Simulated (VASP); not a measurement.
LiCl, 2 atoms in the cell. It takes space group Fm-3m (No. 225, cubic). The conventional cell has a = 5.037 Å, b = 5.037 Å, c = 5.037 Å, α = 90.00°, β = 90.00°, γ = 90.00°. Within 3.3 Å of Cl (site symmetry m-3m) lie 6 Li at 2.52 Å. Li (site symmetry m-3m) has 6 Cl at 2.52 Å within 3.3 Å. 

| Quantity | Value |
| --- | --- |
| Program | VASP 6.6.1 |
| Task | single point |
| Functional | PBE |
| Dispersion | D3(BJ) |
| Potentials or basis | VASP PAW PBE potentials, release 64 (Cl, Li_sv) |
| Cutoff | 520 eV |
| k mesh | 9 × 9 × 9 |
| Occupations | fermi-dirac, width 0.05 eV |
| Spin | no spin polarisation |
| Dipole correction | no |
| Further INCAR settings | ALGO = Normal; EDIFF = 1e-06; NBANDS = 12 |

Potentials or basis: VASP PAW PBE potentials, release 64 (Cl, Li_sv).

Launch:

```console
$ cat potpaw_PBE.64/Cl/POTCAR potpaw_PBE.64/Li_sv/POTCAR > POTCAR
$ mpirun -np 1 vasp_std > vasp.out
```

Hardware: 1 thread of Intel(R) Xeon(R) Platinum 8375C CPU @ 2.90GHz (Ice Lake), with other jobs on the host.

**Question.** How long does it take, and how much memory?

**Answer.** It took 8.7 s on 1 thread of Intel(R) Xeon(R) Platinum 8375C CPU @ 2.90GHz (Ice Lake) (shared host), peak memory 0.16 GiB. Counts: scf iterations 12, k points 35.
